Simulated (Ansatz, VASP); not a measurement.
Mo: VASP beside Ansatz

```
Mo
1.0
    -1.55587    1.55587    1.55587
     1.55587   -1.55587    1.55587
     1.55587    1.55587   -1.55587
Mo
1
Direct
  0.00000 0.00000 0.00000
```

Alike in both runs: functional LDA; k mesh 24 × 24 × 24; occupations gaussian, width 0.3 eV; no spin polarisation.

Ansatz relaxed the structure, and its values are those at the end. VASP's run is a single point on that final structure, the one shown.

|  | VASP | Ansatz |
| --- | --- | --- |
| version | VASP 6.6.1 | Ansatz 0.2.0 |
| potentials or method | VASP PAW LDA potentials, release 64 (Mo_sv) | scalar-relativistic, plane waves, PAW |
| plane-wave cutoff (eV) | 520 | 420 |
| valence electrons in the cell | 14 | 14 |

Ansatz gave:

- gap on the k mesh at the Fermi level (eV): none
- pressure (GPa): 0.0

Task: Which values does VASP return?

Result: gap on the k mesh at the Fermi level (eV): none; pressure (GPa): 1.2.

LDA's correlation is that of Perdew and Zunger in VASP and of Perdew and Wang (1992) in Ansatz. A gap of «none» marks a metal or a gap that the smearing closes.
